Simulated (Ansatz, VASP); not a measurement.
**One calculation of SiMo3, two programs**

```
CELL_PARAMETERS angstrom
4.95739 0.00000 0.00000
0.00000 4.95739 0.00000
0.00000 0.00000 4.95739
ATOMIC_POSITIONS crystal
Si 0.00000 0.00000 0.00000
Si 0.50000 0.50000 0.50000
Mo 0.25000 0.00000 0.50000
Mo 0.50000 0.75000 0.00000
Mo 0.75000 0.00000 0.50000
Mo 0.50000 0.25000 0.00000
Mo 0.00000 0.50000 0.75000
Mo 0.00000 0.50000 0.25000
```

Change from the starting cell: volume scaled by 1.04, ions relaxed.

Alike in both runs: functional PBE; k mesh 10 × 10 × 10; occupations fermi-dirac, width 0.05 eV; no spin polarisation.

Ansatz relaxed the structure, and its values are those at the end. VASP's run is a single point on that final structure, the one shown.

|  | VASP | Ansatz |
| --- | --- | --- |
| version | VASP 6.6.1 | Ansatz 0.2.0 |
| potentials or method | VASP PAW PBE potentials, release 64 (Si, Mo_sv) | plane-wave PAW, scalar-relativistic |
| plane-wave cutoff (eV) | 520 | 420 |
| valence electrons in the cell | 92 | 92 |

Ansatz gave:

| Property | Result |
| --- | --- |
| pressure (GPa) | -7.3 |

Question: What did VASP give for the same quantities?

Answer: Pressure (GPa): -6.9.

Ansatz's warnings: stress scf threshold loose.
